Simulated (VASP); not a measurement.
Input of a VASP 6.6.1 run:

File INCAR:

```
PREC = Accurate
ENCUT = 500
EDIFF = 1E-6
ISMEAR = -1
SIGMA = 0.08
LREAL = False
LASPH = True
NELM = 120
ALGO = Normal
ISIF = 2
LWAVE = False
LCHARG = True
LELF = True
LVHAR = True
NBANDS = 11
GGA_COMPAT = False
```

KPOINTS

```
regular mesh
0
Gamma
  19 19 19
```

Contents of POSCAR:

```
Pd
1.0
    0.0000000000      1.7829219203      1.7829219203
    1.7829219203      0.0000000000      1.7829219203
    1.7829219203      1.7829219203      0.0000000000
Pd
1
Direct
    0.0000000000      0.0000000000      0.0000000000
```

Potentials or basis: VASP PAW LDA potentials, release 64 (Pd).

The run is started by

```bash
$ cat potpaw_LDA.64/Pd/POTCAR > POTCAR
$ mpirun -np 1 vasp_std > vasp.out
```

Predict the pressure.

91.8 GPa.

Predict the band gap on the k mesh.

zero (band 5 reaches 15.35 eV, above the bottom of band 6 at 12.87 eV).
